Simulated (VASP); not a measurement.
# Sn3Te2O (P6mm) in VASP: notebook

The runs below take Sn3Te2O through single point, with PBE.

Program: VASP 6.6.1. These are calculated values, not measurements. Logs are shortened: lines on timing, memory, paths and dates and some standing lists are left out, and cuts for length are marked.

## Step 1: The cell of the first run

Symmetry: P6mm, No. 183, hexagonal system. Conventional cell: a = 6.284 Å, b = 6.284 Å, c = 4.413 Å, α = 90.00°, β = 90.00°, γ = 120.00°. Within 3.7 Å of Sn (site symmetry 2mm) lie 4 Te at 2.84 to 2.87 Å and 4 Sn at 3.14 Å and 2 O at 3.67 Å. Within 3.7 Å of Te (site symmetry 3m) lie 6 Sn at 2.84 to 2.87 Å and 3 Te at 3.63 Å and 3 O at 3.64 Å. Within 4.8 Å of O (site symmetry 6mm) lie 6 Te at 3.64 Å and 12 Sn at 3.67 to 4.03 Å and 2 O at 4.41 Å.

The cell was built from a structure type or drawn by symmetry, and may not be a known phase.

## Step 2: Single point, PBE

File INCAR:

```
SYSTEM = Sn3Te2O
  ALGO = Normal
  EDIFF = 1E-6
  ENCUT = 520
  GGA = PE
  ISIF = 2
  ISMEAR = 0
  LASPH = .True.
  LCHARG = .True.
  LELF = .True.
  LREAL = .False.
  LVHAR = .True.
  LWAVE = .False.
  NBANDS = 39
  NELM = 80
  PREC = Accurate
  SIGMA = 0.1
```

File KPOINTS:

```
k-points
0
Gamma
  3 3 4
  0 0 0
```

File POSCAR:

```
Sn3Te2O
1.0
    6.2836170200      0.0000000000      0.0000000000
   -3.1418085100      5.4417719700      0.0000000000
    0.0000000000      0.0000000000      4.4134212800
Sn Te O
3 2 1
Direct
    0.5000000000      0.5000000000      0.4595159900
    0.5000000000      0.0000000000      0.4595159900
    0.0000000000      0.5000000000      0.4595159900
    0.6666666700      0.3333333300      0.9631379800
    0.3333333300      0.6666666700      0.9631379800
    0.0000000000      0.0000000000      0.8888130200
```

Potentials or basis: VASP PAW PBE potentials, release 64 (Sn_d, Te, O).

Command:

```bash
> cat potpaw_PBE.64/Sn_d/POTCAR potpaw_PBE.64/Te/POTCAR potpaw_PBE.64/O/POTCAR > POTCAR
> mpirun -np 1 vasp_std > vasp.out
```

OUTCAR:

```text
SYSTEM = Sn3Te2O
   EDIFF = 1E-6
   ENCUT = 520
   GGA = PE
   ISIF = 2
   ISMEAR = 0
   LASPH = .True.
   LREAL = .False.
   NELM = 80
   PREC = Accurate

 ion  position               nearest neighbor table
   1  0.500  0.500  0.460-   4 2.84   5 2.84   4 2.87   5 2.87   3 3.14   3 3.14   2 3.14   2 3.14

   2  0.500  0.000  0.460-   4 2.84   5 2.84   4 2.87   5 2.87   1 3.14   3 3.14   1 3.14   3 3.14

   3  0.000  0.500  0.460-   4 2.84   5 2.84   4 2.87   5 2.87   1 3.14   1 3.14   2 3.14   2 3.14

   4  0.667  0.333  0.963-   3 2.84   2 2.84   1 2.84   3 2.87   2 2.87   1 2.87   5 3.63   5 3.63
                             5 3.63
   5  0.333  0.667  0.963-   3 2.84   2 2.84   1 2.84   3 2.87   2 2.87   1 2.87   4 3.63   4 3.63
                             4 3.63
   6  0.000  0.000  0.889-

  LATTYP: Found a hexagonal cell.
 ALAT       =     6.2836170200
 C/A-ratio  =     0.7023695534

  Lattice vectors:

 A1 = (   6.2836170200,   0.0000000000,   0.0000000000)
 A2 = (  -3.1418085100,   5.4417719700,   0.0000000000)
 A3 = (   0.0000000000,   0.0000000000,   4.4134212800)

Analysis of symmetry for initial positions (statically):
=====================================================================
 Subroutine PRICEL returns:
 Original cell was already a primitive cell.

 Routine SETGRP: Setting up the symmetry group for a
 hexagonal supercell.

 Subroutine GETGRP returns: Found 12 space group operations
 (whereof 12 operations were pure point group operations)
 out of a pool of 24 trial point group operations.

The static configuration has the point symmetry C_6v.

Analysis of symmetry for dynamics (positions and initial velocities):
=====================================================================
 Subroutine PRICEL returns:
 Original cell was already a primitive cell.

 Routine SETGRP: Setting up the symmetry group for a
 hexagonal supercell.

 Subroutine GETGRP returns: Found 12 space group operations
 (whereof 12 operations were pure point group operations)
 out of a pool of 24 trial point group operations.

The dynamic configuration has the point symmetry C_6v.

 Subroutine INISYM returns: Found 12 space group operations
 (whereof 12 operations are pure point group operations),
 and found     1 'primitive' translations

----------------------------------------------------------------------------------------

                                     Primitive cell

  volume of cell :     150.9126

  direct lattice vectors                    reciprocal lattice vectors
     6.283617020  0.000000000  0.000000000     0.159144008  0.091881836  0.000000000
    -3.141808510  5.441771970  0.000000000     0.000000000  0.183763672  0.000000000
     0.000000000  0.000000000  4.413421280     0.000000000  0.000000000  0.226581588

  length of vectors
     6.283617020  6.283617023  4.413421280     0.183763672  0.183763672  0.226581588

  position of ions in fractional coordinates (direct lattice)
     0.500000000  0.500000000  0.459515990
     0.500000000  0.000000000  0.459515990
     0.000000000  0.500000000  0.459515990
     0.666666670  0.333333330  0.963137980
     0.333333330  0.666666670  0.963137980
     0.000000000  0.000000000  0.888813020

  ion indices of the primitive-cell ions
   primitive index   ion index
                 1           1
                 2           2
                 3           3
                 4           4
                 5           5
                 6           6

----------------------------------------------------------------------------------------

 KPOINTS: k-points

Automatic generation of k-mesh.
 Grid dimensions read from file:
 generate k-points for:    3    3    4

 Generating k-lattice:

  Cartesian coordinates                     Fractional coordinates (reciprocal lattice)
     0.053048003  0.030627279  0.000000000     0.333333333  0.000000000  0.000000000
     0.000000000  0.061254557  0.000000000     0.000000000  0.333333333  0.000000000
     0.000000000  0.000000000  0.056645397     0.000000000  0.000000000  0.250000000

  Length of vectors
     0.061254557  0.061254557  0.056645397

  Shift w.r.t. Gamma in fractional coordinates (k-lattice)
     0.000000000  0.000000000  0.000000000

 Subroutine IBZKPT returns following result:
 ===========================================

 Found      9 irreducible k-points:

 Following reciprocal coordinates:
            Coordinates               Weight
  0.000000  0.000000  0.000000      1.000000
  0.333333 -0.000000  0.000000      6.000000
  0.333333  0.333333  0.000000      2.000000
  0.000000  0.000000  0.250000      2.000000
  0.333333 -0.000000  0.250000     12.000000
  0.333333  0.333333  0.250000      4.000000
  0.000000  0.000000  0.500000      1.000000
  0.333333 -0.000000  0.500000      6.000000
  0.333333  0.333333  0.500000      2.000000
   k-points           NKPTS =      9   k-points in BZ     NKDIM =      9   number of bands    NBANDS=     39
   number of dos      NEDOS =    301   number of ions     NIONS =      6
   total plane-waves  NPLWV =  82944
   dimension x,y,z NGX =    48 NGY =   48 NGZ =   36
   dimension x,y,z NGXF=    96 NGYF=   96 NGZF=   72
   ions per type =               3   2   1
   NGX,Y,Z   is equivalent  to a cutoff of  12.70, 12.70, 13.56 a.u.
   NGXF,Y,Z  is equivalent  to a cutoff of  25.40, 25.40, 27.12 a.u.
 SYSTEM =  Sn3Te2O
   PREC   = accura    normal or accurate (medium, high low for compatibility)
   ISTART =      0    job   : 0-new  1-cont  2-samecut
   ICHARG =      2    charge: 1-file 2-atom 10-const
   ISPIN  =      1    spin polarized calculation?
   LNONCOLLINEAR =      F non collinear calculations
   LSORBIT =      F    spin-orbit coupling
   LASPH  =      T    aspherical Exc in radial PAW
   ENCUT  =  520.0 eV  38.22 Ry    6.18 a.u.  11.68 11.68  8.21*2*pi/ulx,y,z
   NELM   =     80;   NELMIN=  2; NELMDL= -5     # of ELM steps
   EDIFF  = 0.1E-05   stopping-criterion for ELM
   LREAL  =      F    real-space projection
   EDIFFG = 0.1E-04   stopping-criterion for IOM
   NSW    =      0    number of steps for IOM
   IBRION =     -1    ionic relax: 0-MD 1-quasi-New 2-CG
   NFREE  =      0    steps in history (QN), initial steepest desc. (CG)
   ISIF   =      2    stress and relaxation
   ISYM   =      2    0-nonsym 1-usesym 2-fastsym
   POTIM  = 0.5000    time-step for ionic-motion
   TEBEG  =    0.0;   TEEND  =   0.0 temperature during run
   PSTRESS=    0.0 pullay stress
   NELECT =      60.0000    total number of electrons
   NUPDOWN=      -1.0000    fix difference up-down
   EMIN   =  10.00;   EMAX   =-10.00  energy-range for DOS
   EFERMI =   0.00;   METHOD = LEGACY
   ISMEAR =     0;   SIGMA  =   0.10  broadening in eV -4-tet -1-fermi 0-gaus
   EFERMI_NEDOS =   21; number of points for ismear=-14 and -15
   IALGO  =     38    algorithm
   IMIX   =      4    mixing-type and parameters
     AMIX     =   0.40;   BMIX     =  1.00
     AMIX_MAG =   1.60;   BMIX_MAG =  1.00
  volume/ion in A,a.u.               =      25.15       169.73
  Fermi-wavevector in a.u.,A,eV,Ry     =   1.203788  2.274830 19.716287  1.449106
  Thomas-Fermi vector in A             =   2.339532
   LORBIT       =      0    0 simple, 1 ext, 2 COOP (PROOUT), +10 PAW based schemes
   GGA     = PE    functional components
   LHFCALC =     F    Hartree Fock is set to
   AEXX    =    0.0000 exact exchange contribution
   IVDW    =     0    specifies the selected vdW correction
   LEPSILON=     F    determine dielectric tensor
   LRPA    =     F    only Hartree local field effects (RPA)
 non-spin polarized calculation
 Gauss-broadening in eV      SIGMA  =   0.10
  energy-cutoff  :      520.00
  volume of cell :      150.91
 maximum number of plane-waves:      4080
 NGX is ok and might be reduce to    48
   NGX = 23   NGY = 23   NGZ = 17

 number of electron      60.0000015 magnetization

 Free energy of the ion-electron system (eV)
  ---------------------------------------------------
  ext. energy  EPLUGINS =         0.00000000
  ---------------------------------------------------
  free energy    TOTEN  =       -17.63042715 eV

  energy without entropy =      -17.61630348  energy(sigma->0) =      -17.62336532

 E-fermi :   7.1031     XC(G=0):  -9.8353

 val. band max:        7.0308332641   @ k =   0.3333  -0.0000   0.5000
 cond. band min:       7.1896321699   @ k =   0.3333  -0.0000   0.0000
 fundamental gap:      0.1587989058
 Fermi energy:         7.1030610447

 k-point     1 :       0.0000    0.0000    0.0000
  band No.  band energies     occupation
      1     -15.0733      2.00000
      2     -15.0430      2.00000
      3     -15.0096      2.00000
      4     -15.0096      2.00000
      5     -14.9402      2.00000
      6     -14.9055      2.00000
[... 31 lines left out ...]
     38      12.7148      0.00000
     39      12.7148      0.00000

 k-point     2 :       0.3333   -0.0000    0.0000
  band No.  band energies     occupation
      1     -15.0320      2.00000
      2     -15.0100      2.00000
      3     -14.9756      2.00000
      4     -14.9388      2.00000
      5     -14.9231      2.00000
      6     -14.9216      2.00000
[... 31 lines left out ...]
     38      12.1516      0.00000
     39      12.3698      0.00000

 k-point     3 :       0.3333    0.3333    0.0000
  band No.  band energies     occupation
      1     -14.9645      2.00000
      2     -14.9645      2.00000
      3     -14.9598      2.00000
      4     -14.9547      2.00000
      5     -14.9547      2.00000
      6     -14.8990      2.00000
[... 202 lines left out ...]
 k-point     8 :       0.3333   -0.0000    0.5000
  band No.  band energies     occupation
      1     -15.0426      2.00000
      2     -15.0306      2.00000
      3     -14.9737      2.00000
      4     -14.9399      2.00000
      5     -14.9357      2.00000
      6     -14.9044      2.00000
[... 31 lines left out ...]
     38      12.1869      0.00000
     39      12.6511      0.00000

 k-point     9 :       0.3333    0.3333    0.5000
  band No.  band energies     occupation
      1     -14.9902      2.00000
      2     -14.9902      2.00000
      3     -14.9586      2.00000
      4     -14.9499      2.00000
      5     -14.9499      2.00000
      6     -14.8906      2.00000
[... 31 lines left out ...]
     38      11.7769      0.00000
     39      11.7769      0.00000

------------------------ aborting loop because EDIFF is reached ----------------------------------------

  FORCE on cell =-STRESS in cart. coord.  units (eV):
  Direction    XX          YY          ZZ          XY          YZ          ZX
  --------------------------------------------------------------------------------------
  -------------------------------------------------------------------------------------
  Total       11.6060131     11.6060131     21.0645063      0.0000000     -0.0000000      0.0000000
  in kB      123.2163122    123.2163124    223.6332815      0.0000000     -0.0000000      0.0000000
  external PRESSURE =     156.6886354 kB  Pullay stress =       0.0000000 kB

 VOLUME and BASIS-vectors are now :
 -----------------------------------------------------------------------------
  energy-cutoff  :      520.00
  volume of cell :      150.91
      direct lattice vectors                 reciprocal lattice vectors
     6.283617020  0.000000000  0.000000000     0.159144008  0.091881836  0.000000000
    -3.141808510  5.441771970  0.000000000     0.000000000  0.183763672  0.000000000
     0.000000000  0.000000000  4.413421280     0.000000000  0.000000000  0.226581588

 POSITION                                       TOTAL-FORCE (eV/Angst)
 -----------------------------------------------------------------------------------
      1.57090      2.72089      2.02804         0.000000     -0.000000      0.209868
      3.14181      0.00000      2.02804         0.000000      0.000000      0.209868
     -1.57090      2.72089      2.02804         0.000000      0.000000      0.209868
      3.14181      1.81392      4.25073        -0.000000      0.000000     -0.049932
     -0.00000      3.62785      4.25073         0.000000     -0.000000     -0.049932
      0.00000      0.00000      3.92271         0.000000      0.000000     -0.529741
 -----------------------------------------------------------------------------------
    total drift:                               -0.000000     -0.000000      0.000674

  FREE ENERGIE OF THE ION-ELECTRON SYSTEM (eV)
  ---------------------------------------------------
  free  energy   TOTEN  =       -17.6304271541 eV

  energy  without entropy=      -17.6163034797  energy(sigma->0) =      -17.62336532
```

It took 35 s on 1 thread of Intel Xeon 6975P-C (Granite Rapids), shared host; peak memory 0.29 GiB.

What came out:

| Quantity | Value |
| --- | --- |
| Free energy | -17.6304 eV |
| Pressure | 15.7 GPa |
| Largest force | 0.530 eV/Å |
| Band gap on the k mesh | zero (bands 30 and 31 overlap by 0.31 eV) |

Forces in eV/Å, atoms in the order of the input:
```
Sn   0.000  0.000  0.210
Sn   0.000  0.000  0.210
Sn   0.000  0.000  0.210
Te   0.000  0.000 -0.050
Te   0.000  0.000 -0.050
O    0.000  0.000 -0.530
```

Stress tensor (GPa, compression positive):
```
12.32  0.00  0.00
 0.00 12.32  0.00
 0.00  0.00 22.36
```

Caveat: the k points lie up to 0.38 Å⁻¹ apart; semilocal functionals underestimate gaps, so a narrow gap can read as zero; spin-orbit coupling is left out, which moves the levels of the heavy elements.

## Step 3: Single point, PBE

This run uses another cell than the first one, of 32.65 Å³/atom.

File INCAR:

```
PREC = Accurate ; ENCUT = 520
EDIFF = 1E-6 ; ISMEAR = 0
SIGMA = 0.1 ; LREAL = False
LASPH = True ; NELM = 60
ALGO = Normal ; ISIF = 2
LWAVE = False ; LCHARG = False
GGA = PE ; NBANDS = 39
```

File KPOINTS:

```
regular mesh
0
Gamma
  3 3 4
```

File POSCAR:

```
Sn3Te2O
1.0
    6.3829191415      0.0000000000      0.0000000000
   -3.1914595708      5.5277701269      0.0000000000
    0.0000000000      0.0000000000      5.5520518821
Sn Te O
3 2 1
Direct
    0.5000000000      0.5000000000      0.5008742218
    0.5000000000      0.0000000000      0.5008742218
    0.0000000000      0.5000000000      0.5008742218
    0.6666666667      0.3333333333      1.0858933968
    0.3333333333      0.6666666667      1.0858933968
    0.0000000000      0.0000000000      0.5192274911
```

Potentials or basis: VASP PAW PBE potentials, release 64 (Sn_d, Te, O).

Command:

```bash
> cat potpaw_PBE.64/Sn_d/POTCAR potpaw_PBE.64/Te/POTCAR potpaw_PBE.64/O/POTCAR > POTCAR
> mpirun -np 1 vasp_std > vasp.out
```

It took 47 s on 1 thread of Intel Xeon 6975P-C (Granite Rapids), shared host; peak memory 0.32 GiB.

It converged, with:

| Item | Value |
| --- | --- |
| Free energy | -21.0865 eV |
| Pressure | 0.0 GPa |
| Largest force | 0.007 eV/Å |
| Band gap on the k mesh | zero (bands 30 and 31 overlap by 0.20 eV) |

Forces on the atoms (eV/Å):
```
Sn   0.000  0.000 -0.001
Sn   0.000  0.000 -0.001
Sn   0.000  0.000 -0.001
Te   0.000  0.000 -0.002
Te   0.000  0.000 -0.002
O    0.000  0.000  0.007
```

Stress tensor (GPa, compression positive):
```
-0.09  0.00  0.00
 0.00 -0.09  0.00
 0.00  0.00  0.10
```

Levels at points of the mesh, in eV from the Fermi level:
```csv
k point,band 28,band 29,band 30,band 31,band 32,band 33
"(0.00, 0.00, 0.00)",-0.91,-0.44,-0.44,-0.17,1.54,1.54
"(0.00, 0.00, 0.50)",-0.63,-0.63,-0.23,1.28,1.28,1.83
```

Caveat: the k points lie up to 0.38 Å⁻¹ apart; semilocal functionals underestimate gaps, so a narrow gap can read as zero; spin-orbit coupling is left out, which moves the levels of the heavy elements.
